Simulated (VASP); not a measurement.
# ZnCd2N2 (C2/m) in VASP: further runs

ZnCd2N2 is run at these levels: PBE+D3(BJ); tasks: single point.

All numbers are computed with VASP 6.6.1; they aren't measurements. Logs are shortened: lines on timing, memory, paths and dates and some standing lists are left out, and cuts for length are marked.

## Step 1: The cell of the first run

It takes space group C2/m (No. 12, monoclinic). The conventional cell has a = 6.686 Å, b = 3.876 Å, c = 6.799 Å, α = 90.00°, β = 109.20°, γ = 90.00°. Zn (site symmetry 2/m) has 2 N at 1.83 Å within 2.4 Å. Cd (site symmetry m) has 4 N at 2.25 to 2.49 Å and 3 Zn at 3.07 Å and 3 Cd at 3.15 Å within 3.2 Å. N (site symmetry m) has 1 Zn at 1.83 Å and 4 Cd at 2.25 to 2.49 Å within 2.5 Å.

## Step 2: Single point, PBE+D3(BJ)

INCAR reads:

```
SYSTEM = ZnCd2N2
ALGO = Normal ; EDIFF = 1E-6
ENCUT = 520 ; GGA = PE
ISIF = 2 ; ISMEAR = -1
IVDW = 12 ; LASPH = .TRUE.
LCHARG = .TRUE. ; LELF = .TRUE.
LREAL = .FALSE. ; LVHAR = .TRUE.
LWAVE = .FALSE. ; NBANDS = 31
NELM = 100 ; PREC = Accurate
SIGMA = 0.05
```

KPOINTS reads:

```
k-points
0
G
  6 6 3
  0 0 0
```

POSCAR reads:

```
ZnCd2N2
1.0
    3.3430105579     -1.9380586282      0.0000000000
    3.3430105579      1.9380586282      0.0000000000
   -2.2360105170      0.0000000000      6.4203820007
Zn Cd N
1 2 2
Direct
    0.5000000000      0.5000000000      0.5000000000
    0.2750600000      0.2750600000      0.8274200000
    0.7249400000      0.7249400000      0.1725800000
    0.4051300000      0.4051300000      0.2156900000
    0.5948700000      0.5948700000      0.7843100000
```

Potentials or basis: VASP PAW PBE potentials, release 64 (Zn, Cd, N).

Command:

```console
$ cat potpaw_PBE.64/Zn/POTCAR potpaw_PBE.64/Cd/POTCAR potpaw_PBE.64/N/POTCAR > POTCAR
$ mpirun -np 1 vasp_std > vasp.out
```

OUTCAR:

```text
SYSTEM = ZnCd2N2
   EDIFF = 1E-6
   ENCUT = 520
   GGA = PE
   ISIF = 2
   ISMEAR = -1
   IVDW = 12
   LASPH = .TRUE.
   LREAL = .FALSE.
   NELM = 100
   PREC = Accurate
 IVDW          = 12

 ion  position               nearest neighbor table
   1  0.500  0.500  0.500-   4 1.83   5 1.83   3 3.07   3 3.07   2 3.07   2 3.07   3 3.07   2 3.07

   2  0.275  0.275  0.827-   5 2.25   5 2.25   5 2.25   4 2.49   1 3.07   1 3.07   1 3.07   3 3.15
                             3 3.15   3 3.15
   3  0.725  0.725  0.173-   4 2.25   4 2.25   4 2.25   5 2.49   1 3.07   1 3.07   1 3.07   2 3.15
                             2 3.15   2 3.15
   4  0.405  0.405  0.216-   1 1.83   3 2.25   3 2.25   3 2.25   2 2.49
   5  0.595  0.595  0.784-   1 1.83   2 2.25   2 2.25   2 2.25   3 2.49

  LATTYP: Found a base centered monoclinic cell.
 ALAT       =     6.6860211158
 B/A-ratio  =     0.5797345221
 C/A-ratio  =     1.0168388964
 COS(beta)  =    -0.3288924829

  Lattice vectors:

 A1 = (   3.3430105579,  -1.9380586282,   0.0000000000)
 A2 = (   3.3430105579,   1.9380586282,   0.0000000000)
 A3 = (  -2.2360105170,   0.0000000000,   6.4203820007)

Analysis of symmetry for initial positions (statically):
=====================================================================
 Subroutine PRICEL returns:
 Original cell was already a primitive cell.

 Routine SETGRP: Setting up the symmetry group for a
 base centered monoclinic supercell.

 Subroutine GETGRP returns: Found  4 space group operations
 (whereof  4 operations were pure point group operations)
 out of a pool of  4 trial point group operations.

The static configuration has the point symmetry C_2h.

Analysis of symmetry for dynamics (positions and initial velocities):
=====================================================================
 Subroutine PRICEL returns:
 Original cell was already a primitive cell.

 Routine SETGRP: Setting up the symmetry group for a
 base centered monoclinic supercell.

 Subroutine GETGRP returns: Found  4 space group operations
 (whereof  4 operations were pure point group operations)
 out of a pool of  4 trial point group operations.

The dynamic configuration has the point symmetry C_2h.

 Subroutine INISYM returns: Found  4 space group operations
 (whereof  4 operations are pure point group operations),
 and found     1 'primitive' translations

----------------------------------------------------------------------------------------

                                     Primitive cell

  volume of cell :      83.1947

  direct lattice vectors                    reciprocal lattice vectors
     3.343010558 -1.938058628  0.000000000     0.149565785 -0.257990131  0.052088905
     3.343010558  1.938058628  0.000000000     0.149565785  0.257990131  0.052088905
    -2.236010517  0.000000000  6.420382001     0.000000000  0.000000000  0.155753972

  length of vectors
     3.864167548  3.864167548  6.798606333     0.302724439  0.302724439  0.155753972

  position of ions in fractional coordinates (direct lattice)
     0.500000000  0.500000000  0.500000000
     0.275060000  0.275060000  0.827420000
     0.724940000  0.724940000  0.172580000
     0.405130000  0.405130000  0.215690000
     0.594870000  0.594870000  0.784310000

  ion indices of the primitive-cell ions
   primitive index   ion index
                 1           1
                 2           2
                 3           3
                 4           4
                 5           5

----------------------------------------------------------------------------------------

 KPOINTS: k-points

Automatic generation of k-mesh.
 Grid dimensions read from file:
 generate k-points for:    6    6    3

 Generating k-lattice:

  Cartesian coordinates                     Fractional coordinates (reciprocal lattice)
     0.024927631 -0.042998355  0.008681484     0.166666667 -0.000000000  0.000000000
     0.024927631  0.042998355  0.008681484    -0.000000000  0.166666667  0.000000000
     0.000000000  0.000000000  0.051917991     0.000000000  0.000000000  0.333333333

  Length of vectors
     0.050454073  0.050454073  0.051917991

  Shift w.r.t. Gamma in fractional coordinates (k-lattice)
     0.000000000  0.000000000  0.000000000

 Subroutine IBZKPT returns following result:
 ===========================================

 Found     34 irreducible k-points:

 Following reciprocal coordinates:
            Coordinates               Weight
  0.000000  0.000000  0.000000      1.000000
  0.166667  0.000000  0.000000      4.000000
  0.333333  0.000000  0.000000      4.000000
  0.500000  0.000000  0.000000      2.000000
  0.166667  0.166667 -0.000000      2.000000
  0.333333  0.166667  0.000000      4.000000
[... 16 lines left out ...]
 -0.333333  0.166667  0.333333      4.000000
 -0.166667  0.166667  0.333333      4.000000
 [... further k-points ...]
   k-points           NKPTS =     34   k-points in BZ     NKDIM =     34   number of bands    NBANDS=     31
   number of dos      NEDOS =    301   number of ions     NIONS =      5
   total plane-waves  NPLWV =  48600
   dimension x,y,z NGX =    30 NGY =   30 NGZ =   54
   dimension x,y,z NGXF=    60 NGYF=   60 NGZF=  108
   ions per type =               1   2   2
   NGX,Y,Z   is equivalent  to a cutoff of  12.91, 12.91, 13.20 a.u.
   NGXF,Y,Z  is equivalent  to a cutoff of  25.81, 25.81, 26.41 a.u.
 SYSTEM =  ZnCd2N2
   PREC   = accura    normal or accurate (medium, high low for compatibility)
   ISTART =      0    job   : 0-new  1-cont  2-samecut
   ICHARG =      2    charge: 1-file 2-atom 10-const
   ISPIN  =      1    spin polarized calculation?
   LNONCOLLINEAR =      F non collinear calculations
   LSORBIT =      F    spin-orbit coupling
   LASPH  =      T    aspherical Exc in radial PAW
   ENCUT  =  520.0 eV  38.22 Ry    6.18 a.u.   7.18  7.18 12.64*2*pi/ulx,y,z
   NELM   =    100;   NELMIN=  2; NELMDL= -5     # of ELM steps
   EDIFF  = 0.1E-05   stopping-criterion for ELM
   LREAL  =      F    real-space projection
   EDIFFG = 0.1E-04   stopping-criterion for IOM
   NSW    =      0    number of steps for IOM
   IBRION =     -1    ionic relax: 0-MD 1-quasi-New 2-CG
   NFREE  =      0    steps in history (QN), initial steepest desc. (CG)
   ISIF   =      2    stress and relaxation
   ISYM   =      2    0-nonsym 1-usesym 2-fastsym
   POTIM  = 0.5000    time-step for ionic-motion
   TEBEG  =    0.0;   TEEND  =   0.0 temperature during run
   PSTRESS=    0.0 pullay stress
   NELECT =      46.0000    total number of electrons
   NUPDOWN=      -1.0000    fix difference up-down
   EMIN   =  10.00;   EMAX   =-10.00  energy-range for DOS
   EFERMI =   0.00;   METHOD = LEGACY
   ISMEAR =    -1;   SIGMA  =   0.05  broadening in eV -4-tet -1-fermi 0-gaus
   EFERMI_NEDOS =   21; number of points for ismear=-14 and -15
   IALGO  =     38    algorithm
   IMIX   =      4    mixing-type and parameters
     AMIX     =   0.40;   BMIX     =  1.00
     AMIX_MAG =   1.60;   BMIX_MAG =  1.00
  volume/ion in A,a.u.               =      16.64       112.29
  Fermi-wavevector in a.u.,A,eV,Ry     =   1.343679  2.539186 24.564963  1.805474
  Thomas-Fermi vector in A             =   2.471734
   LORBIT       =      0    0 simple, 1 ext, 2 COOP (PROOUT), +10 PAW based schemes
   GGA     = PE    functional components
   LHFCALC =     F    Hartree Fock is set to
   AEXX    =    0.0000 exact exchange contribution
   IVDW    =    12    specifies the selected vdW correction
   LEPSILON=     F    determine dielectric tensor
   LRPA    =     F    only Hartree local field effects (RPA)
 non-spin polarized calculation
  energy-cutoff  :      520.00
  volume of cell :       83.19
 maximum number of plane-waves:      2251
 NGX is ok and might be reduce to    30
   NGX = 15   NGY = 15   NGZ = 25

 number of electron      46.0000010 magnetization

 Free energy of the ion-electron system (eV)
  ---------------------------------------------------
  ext. energy  EPLUGINS =         0.00000000
  ---------------------------------------------------
  free energy    TOTEN  =       -17.25306971 eV

  energy without entropy =      -17.25088847  energy(sigma->0) =      -17.25197909

 E-fermi :   1.8974     XC(G=0): -10.2923

 val. band max:        1.8509120158   @ k =   0.0000   0.0000   0.3333
 cond. band min:       2.3539305987   @ k =   0.0000   0.0000   0.3333
 fundamental gap:      0.5030185830
 Fermi energy:         1.8974041178

 k-point     1 :       0.0000    0.0000    0.0000
  band No.  band energies     occupation
      1     -12.7819      2.00000
      2     -11.9963      2.00000
      3      -6.4203      2.00000
      4      -6.4143      2.00000
      5      -6.4119      2.00000
      6      -6.4102      2.00000
[... 23 lines left out ...]
     30      10.1824      0.00000
     31      10.2078      0.00000

 k-point     2 :       0.1667    0.0000    0.0000
  band No.  band energies     occupation
      1     -12.6902      2.00000
      2     -11.9441      2.00000
      3      -6.4282      2.00000
      4      -6.3264      2.00000
      5      -6.3087      2.00000
      6      -6.2845      2.00000
[... 23 lines left out ...]
     30       9.8342      0.00000
     31      10.4298      0.00000

 k-point     3 :       0.3333    0.0000    0.0000
  band No.  band energies     occupation
      1     -12.5053      2.00000
      2     -11.8429      2.00000
      3      -6.3748      2.00000
      4      -6.2659      2.00000
      5      -6.1768      2.00000
      6      -6.1360      2.00000
[... 23 lines left out ...]
     30       9.0328      0.00000
     31       9.5290      0.00000

 k-point     4 :       0.5000    0.0000    0.0000
  band No.  band energies     occupation
      1     -12.4125      2.00000
      2     -11.7943      2.00000
      3      -6.4358      2.00000
      4      -6.3089      2.00000
      5      -6.1510      2.00000
      6      -6.0276      2.00000
[... 23 lines left out ...]
     30       8.7651      0.00000
     31       9.8463      0.00000

 k-point     5 :       0.1667    0.1667   -0.0000
  band No.  band energies     occupation
      1     -12.6768      2.00000
      2     -11.9613      2.00000
      3      -6.3980      2.00000
      4      -6.3711      2.00000
      5      -6.3453      2.00000
      6      -6.2456      2.00000
[... 23 lines left out ...]
     30       9.5616      0.00000
     31      10.5613      0.00000
[... 542 lines left out ...]
     30       9.2620      0.00000
     31       9.8760      0.00000

 k-point    22 :       0.5000    0.1667    0.3333
  band No.  band energies     occupation
      1     -12.3456      2.00000
      2     -11.8758      2.00000
      3      -6.5695      2.00000
      4      -6.1854      2.00000
      5      -6.1267      2.00000
      6      -6.0918      2.00000
[... 23 lines left out ...]
     30       9.8029      0.00000
     31      10.3615      0.00000

 k-point    23 :      -0.3333    0.1667    0.3333
  band No.  band energies     occupation
      1     -12.3651      2.00000
      2     -11.8530      2.00000
      3      -6.5395      2.00000
      4      -6.1851      2.00000
      5      -6.1477      2.00000
      6      -6.1051      2.00000
[... 23 lines left out ...]
     30       9.6975      0.00000
     31      10.7044      0.00000

 k-point    24 :      -0.1667    0.1667    0.3333
  band No.  band energies     occupation
      1     -12.4599      2.00000
      2     -11.9774      2.00000
      3      -6.5104      2.00000
      4      -6.3544      2.00000
      5      -6.2378      2.00000
      6      -6.1466      2.00000
[... 23 lines left out ...]
     30       9.4738      0.00000
     31      10.1720      0.00000

 [... further k-points ...]

------------------------ aborting loop because EDIFF is reached ----------------------------------------

 Edisp (eV)   -1.35491

 E8    (eV) :    -0.5466

  FORCE on cell =-STRESS in cart. coord.  units (eV):
  Direction    XX          YY          ZZ          XY          YZ          ZX
  --------------------------------------------------------------------------------------
  -------------------------------------------------------------------------------------
  Total       0.85483     0.83021     1.72525     0.00000     0.00000    -0.00192
  in kB      16.46246    15.98840    33.22513     0.00000     0.00000    -0.03699
  external pressure =       21.89 kB  Pullay stress =        0.00 kB

 VOLUME and BASIS-vectors are now :
 -----------------------------------------------------------------------------
  energy-cutoff  :      520.00
  volume of cell :       83.19
      direct lattice vectors                 reciprocal lattice vectors
     3.343010558 -1.938058628  0.000000000     0.149565785 -0.257990131  0.052088905
     3.343010558  1.938058628  0.000000000     0.149565785  0.257990131  0.052088905
    -2.236010517  0.000000000  6.420382001     0.000000000  0.000000000  0.155753972

 POSITION                                       TOTAL-FORCE (eV/Angst)
 -----------------------------------------------------------------------------------
      2.22501      0.00000      3.21019         0.000000      0.000000      0.000000
     -0.01106      0.00000      5.31235         0.006391     -0.000000     -0.048377
      4.46107      0.00000      1.10803        -0.006391     -0.000000      0.048377
      2.22642      0.00000      1.38481         0.007894     -0.000000     -0.277748
      2.22359      0.00000      5.03557        -0.007894     -0.000000      0.277748
 -----------------------------------------------------------------------------------
    total drift:                                0.000000      0.000000     -0.000000

  FREE ENERGIE OF THE ION-ELECTRON SYSTEM (eV)
  ---------------------------------------------------
  free  energy   TOTEN  =       -18.6079783077 eV

  energy  without entropy=      -18.6057970757  energy(sigma->0) =      -18.60688769
```

Run time: 2.4 min. Hardware: 1 thread of Intel Xeon Platinum 8259CL at 2.50GHz (Skylake/Cascade Lake), shared host; peak memory 0.27 GiB.

What came out:

| Property | Result |
| --- | --- |
| Free energy | -18.6080 eV |
| Pressure | 2.2 GPa |
| Largest force | 0.278 eV/Å |
| Band gap on the k mesh | zero (bands 23 and 24 overlap by 0.33 eV) |
| Dispersion energy per atom | -0.271 eV |

Forces in eV/Å, atoms in the order of the input:
```
Zn   0.000  0.000  0.000
Cd   0.006  0.000 -0.048
Cd  -0.006  0.000  0.048
N    0.008  0.000 -0.278
N   -0.008  0.000  0.278
```

Caveat: semilocal functionals underestimate gaps, and a narrow one can read as zero.

## Step 3: Single point, PBE+D3(BJ)

This run uses another cell than the first one, of 17.08 Å³/atom.

INCAR reads:

```
  PREC = Accurate
  ENCUT = 520
  EDIFF = 1E-7
  ISMEAR = -1
  SIGMA = 0.05
  LREAL = False
  LASPH = True
  NELM = 100
  ALGO = Normal
  ISIF = 2
  LWAVE = False
  LCHARG = True
  GGA = PE
  IVDW = 12
  LELF = True
  LVHAR = True
  NBANDS = 31
```

KPOINTS reads:

```
Automatic mesh
0
Gamma
  6 6 3
```

POSCAR: that of step 2 with these lines changed.

```diff
@@ -2,5 +2,5 @@
 1.0
-    3.3430105579     -1.9380586282      0.0000000000
-    3.3430105579      1.9380586282      0.0000000000
-   -2.2360105170      0.0000000000      6.4203820007
+    3.3720816741     -1.9549121579      0.0000000000
+    3.3720816741      1.9549121579      0.0000000000
+   -2.2554550627      0.0000000000      6.4762142118
 Zn Cd N
```

Potentials or basis: VASP PAW PBE potentials, release 64 (Zn, Cd, N).

Command:

```console
$ cat potpaw_PBE.64/Zn/POTCAR potpaw_PBE.64/Cd/POTCAR potpaw_PBE.64/N/POTCAR > POTCAR
$ mpirun -np 1 vasp_std > vasp.out
```

Wall time 3.9 min (1 thread of Intel Xeon Platinum 8259CL at 2.50GHz (Skylake/Cascade Lake), shared host); peak memory 0.27 GiB.

Results (log left out):

| Property | Result |
| --- | --- |
| Free energy | -18.6206 eV |
| Pressure | -0.4 GPa |
| Largest force | 0.124 eV/Å |
| Band gap on the k mesh | zero (bands 23 and 24 overlap by 0.33 eV) |
| Dispersion energy per atom | -0.264 eV |

Forces on the atoms (eV/Å):
```
Zn   0.000  0.000  0.000
Cd   0.007  0.000 -0.027
Cd  -0.007  0.000  0.027
N    0.008  0.000 -0.123
N   -0.008  0.000  0.123
```

Stress tensor (GPa, compression positive):
```
-0.61  0.00  0.00
 0.00 -0.68  0.00
 0.00  0.00  0.17
```

Levels at points of the mesh, in eV from the Fermi level:
| k point | band 19 | band 20 | band 21 | band 22 | band 23 | band 24 | band 25 | band 26 | band 27 | band 28 |
| --- | --- | --- | --- | --- | --- | --- | --- | --- | --- | --- |
| (0.00, 0.00, 0.00) | -1.55 | -0.87 | -0.54 | -0.52 | -0.40 | -0.37 | 1.96 | 4.84 | 7.73 | 8.02 |
| (0.50, 0.00, 0.00) | -3.66 | -2.92 | -1.74 | -1.73 | -1.61 | 1.89 | 2.28 | 4.64 | 5.51 | 6.28 |
| (0.50, 0.50, 0.00) | -3.97 | -2.74 | -2.36 | -2.34 | -1.00 | 2.16 | 2.74 | 3.96 | 5.21 | 5.94 |

Caveat: semilocal functionals underestimate gaps, and a narrow one can read as zero.

## Step 4: Single point, PBE+D3(BJ)

This run uses another cell than the first one, of 17.51 Å³/atom.

INCAR reads:

```
SYSTEM = ZnCd2N2
PREC = Accurate
ENCUT = 520
EDIFF = 1E-6
ISMEAR = -1
SIGMA = 0.05
LREAL = .FALSE.
LASPH = .TRUE.
NELM = 60
ALGO = Normal
ISIF = 2
LWAVE = .FALSE.
LCHARG = .TRUE.
GGA = PE
IVDW = 12
LELF = .TRUE.
LVHAR = .TRUE.
NBANDS = 31
```

KPOINTS reads:

```
regular mesh
0
G
  6 6 3
  0 0 0
```

POSCAR: that of step 3 with these lines changed.

```diff
@@ -2,5 +2,5 @@
 1.0
-    3.3720816741     -1.9549121579      0.0000000000
-    3.3720816741      1.9549121579      0.0000000000
-   -2.2554550627      0.0000000000      6.4762142118
+    3.4006600000     -1.9714800000      0.0000000000
+    3.4006600000      1.9714800000      0.0000000000
+   -2.2745700000      0.0000000000      6.5311000000
 Zn Cd N
```

Command:

```console
$ cat potpaw_PBE.64/Zn/POTCAR potpaw_PBE.64/Cd/POTCAR potpaw_PBE.64/N/POTCAR > POTCAR
$ mpirun -np 1 vasp_std > vasp.out
```

Wall time 2.9 min (1 thread of Intel Xeon Platinum 8259CL at 2.50GHz (Skylake/Cascade Lake), shared host); peak memory 0.27 GiB.

The run converged. Its results:

```
Free energy                : -18.6007 eV
Pressure                   : -2.6 GPa
Largest force              : 0.017 eV/Å
Band gap on the k mesh     : zero (bands 23 and 24 overlap by 0.32 eV)
Dispersion energy per atom : -0.257 eV
```

Forces on the atoms (eV/Å):
```
Zn   0.000  0.000  0.000
Cd   0.008  0.000 -0.010
Cd  -0.008  0.000  0.010
N    0.008  0.000  0.015
N   -0.008  0.000 -0.015
```

Stress tensor (GPa, compression positive):
```
-2.55  0.00  0.00
 0.00 -2.64  0.00
 0.00  0.00 -2.56
```

Levels at points of the mesh, in eV from the Fermi level:
| k point | band 19 | band 20 | band 21 | band 22 | band 23 | band 24 | band 25 | band 26 | band 27 | band 28 |
| --- | --- | --- | --- | --- | --- | --- | --- | --- | --- | --- |
| (0.00, 0.00, 0.00) | -1.51 | -0.91 | -0.52 | -0.50 | -0.39 | -0.37 | 1.89 | 4.77 | 7.57 | 7.93 |
| (0.50, 0.00, 0.00) | -3.61 | -2.86 | -1.69 | -1.66 | -1.54 | 1.92 | 2.22 | 4.60 | 5.39 | 6.20 |
| (0.50, 0.50, 0.00) | -3.90 | -2.64 | -2.32 | -2.27 | -0.96 | 2.19 | 2.71 | 3.86 | 5.07 | 5.89 |

Caveat: semilocal functionals underestimate gaps, and a narrow one can read as zero.

[end of part 1 of 2]

The gap in the log of VASP goes by the Fermi energy; the results here count the filled bands.